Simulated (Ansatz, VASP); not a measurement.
InAs: VASP beside Ansatz

```
In As
1.0
     0.00000    3.09316    3.09316
     3.09316    0.00000    3.09316
     3.09316    3.09316    0.00000
In As
1 1
Direct
  0.00000 0.00000 0.00000
  0.25000 0.25000 0.25000
```

Alike in both runs: task relaxation of cell and atoms; functional LDA; k mesh 12 × 12 × 12; occupations gaussian, width 0.1 eV; no spin polarisation.

|  | VASP | Ansatz |
| --- | --- | --- |
| version | VASP 6.6.1 | Ansatz 0.2.0 |
| potentials or method | VASP PAW LDA potentials, release 64 (In_d, As), cutoff 600 eV | scalar-relativistic, plane waves, PAW |
| valence electrons in the cell | 18 | 28 |

```tsv
	VASP	Ansatz	Ansatz less VASP
gap on the k mesh at the Fermi level, each at its own relaxed structure (eV)	none	none	-
relaxed volume (Å³/atom)	27.44	27.36	-0.078
relaxed length of the cell vector where the two differ most in proportion (Å)	4.265	4.261	-0.0041
```

LDA's correlation is that of Perdew and Zunger in VASP and of Perdew and Wang (1992) in Ansatz. A gap of «none» marks a metal or a gap that the smearing closes. VASP's potentials hold 18 valence electrons a cell and Ansatz's 28, so a difference there can come from the potentials and not from the codes.
